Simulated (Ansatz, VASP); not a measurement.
# Tc in VASP and in Ansatz

The input INCAR:

```
PREC = Accurate
ENCUT = 520
EDIFF = 1E-7
ISMEAR = -1
SIGMA = 0.05
LREAL = F
LASPH = T
NELM = 100
ALGO = Normal
ISIF = 2
LWAVE = F
LCHARG = F
GGA = PE
NBANDS = 20
```

File KPOINTS:

```
Automatic mesh
0
Gamma
  11 11 6
```

File POSCAR:

```
Tc
1.0
    2.7400000000      0.0000000000      0.0000000000
   -1.3700000000      2.3729096064      0.0000000000
    0.0000000000      0.0000000000      4.3980000000
Tc
2
Direct
    0.6666666667      0.3333333333      0.7500000000
    0.3333333333      0.6666666667      0.2500000000
```

input.yaml

```yaml
crystal:
  lattice:
    - [2.74, 0.0, 0.0]
    - [-1.37, 2.3729096064, 0.0]
    - [0.0, 0.0, 4.398]
  atoms:
    - { symbol: Tc, position: [0.6666666667, 0.3333333333, 0.75] }
    - { symbol: Tc, position: [0.3333333333, 0.6666666667, 0.25] }
hamiltonian:
  xc: pbe
  pseudopotentials: { kind: paw }
kpoints:
  mp_grid: { grid: [11, 11, 6] }
scf:
  occupations: { method: fermi_dirac, width: 0.05 }
output:
  forces: true
  stress: true
  eigenvalues: true
  write_density: true
  write_potential: true
  elf: true
  volumetric_format: npy
```

Alike in both runs: task single point; functional PBE; k mesh 11 × 11 × 6; occupations fermi-dirac, width 0.05 eV; no spin polarisation.

|  | VASP | Ansatz |
| --- | --- | --- |
| version | VASP 6.6.1 | Ansatz 0.2.0 |
| potentials or method | VASP PAW PBE potentials, release 64 (Tc_pv) | Ansatz PAW earlier set |
| plane-wave cutoff (eV) | 520 | 500 |
| valence electrons in the cell | 26 | 30 |

Ansatz gave:

```
gap on the k mesh at the Fermi level (eV)                     : none
pressure (GPa)                                                : 2.9
traceless stress, the component that is largest in VASP (GPa) : -0.05
```

Problem. What did VASP give for the same quantities?

Solution. gap on the k mesh at the Fermi level (eV): none; pressure (GPa): 2.3; traceless stress, the component that is largest in VASP (GPa): -0.05.

A gap of «none» marks a metal or a gap that the smearing closes. VASP's potentials hold 26 valence electrons a cell and Ansatz's 30, so a difference there can come from the potentials and not from the codes.
